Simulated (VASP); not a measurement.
Write the native input for VASP 6.6.1 that does the following.

* Task: relaxation of cell and atoms
* Functional: LDA
* Potentials or basis: VASP PAW LDA potentials, release 64 (Na_pv, Cl)
* Cutoff: 600 eV
* k mesh: 8 × 8 × 8
* Occupations: gaussian, width 0.01 eV
* Spin: no spin polarisation
* Target pressure: 1 GPa
* Dipole correction: no
* Further INCAR settings: ALGO = Normal; EDIFF = 1e-07; IBRION = 2; EDIFFG = -0.002; NSW = 100; ISIF = 3

The structure of NaCl lies in POSCAR:

```
NaCl
1.0
    0.0000000000      2.7321961662      2.7321961662
    2.7321961662      0.0000000000      2.7321961662
    2.7321961662      2.7321961662      0.0000000000
Na Cl
1 1
Direct
    0.0000000000      0.0000000000      0.0000000000
    0.5000000000      0.5000000000      0.5000000000
```

These files were run (other wordings do the same):

INCAR

```
SYSTEM = NaCl
PREC     = Accurate       ! precision mode
ENCUT    = 600            ! plane-wave cutoff, eV
EDIFF    = 1E-7           ! SCF threshold, eV
ISMEAR   = 0              ! smearing method
SIGMA    = 0.01           ! smearing width, eV
LREAL    = .FALSE.        ! projectors in reciprocal space
LASPH    = .TRUE.         ! aspherical terms in the spheres
NELM     = 80             ! most SCF steps
ALGO     = Normal         ! electronic algorithm
ISIF     = 3              ! what is computed and relaxed
LWAVE    = .FALSE.        ! write WAVECAR
LCHARG   = .FALSE.        ! write CHGCAR
IBRION   = 2              ! ionic algorithm
NSW      = 100            ! ionic steps
EDIFFG   = -0.002         ! ionic threshold
PSTRESS  = 10.0
```

KPOINTS

```
Automatic mesh
0
G
  8 8 8
  0 0 0
```

Potentials or basis: VASP PAW LDA potentials, release 64 (Na_pv, Cl).

Command:

```bash
$ cat potpaw_LDA.64/Na_pv/POTCAR potpaw_LDA.64/Cl/POTCAR > POTCAR
$ mpirun -np 1 vasp_std > vasp.out
```

Results of the run:

| Item | Value |
| --- | --- |
| Relaxed volume | 19.83 Å³/atom |
| Relaxed cell | a = 3.828 Å, b = 3.828 Å, c = 3.828 Å, α = 60.00°, β = 60.00°, γ = 60.00° |
| Space group after relaxing (to 0.05 Å) | Fm-3m (No. 225) |
| Energy change on relaxing (the enthalpy is what falls) | +1.8 meV/atom |
| Ionic steps | 5 |
| Pressure after relaxing | 1.0 GPa |
| Band gap on the k mesh | 5.21 eV, direct |

Caveat: the cell is relaxed towards a set pressure, so the enthalpy falls and the energy may rise.

Wall time 30 s on 1 thread of Intel(R) Xeon(R) Platinum 8259CL CPU @ 2.50GHz (Skylake/Cascade Lake), on a shared host, peak memory 0.15 GiB.
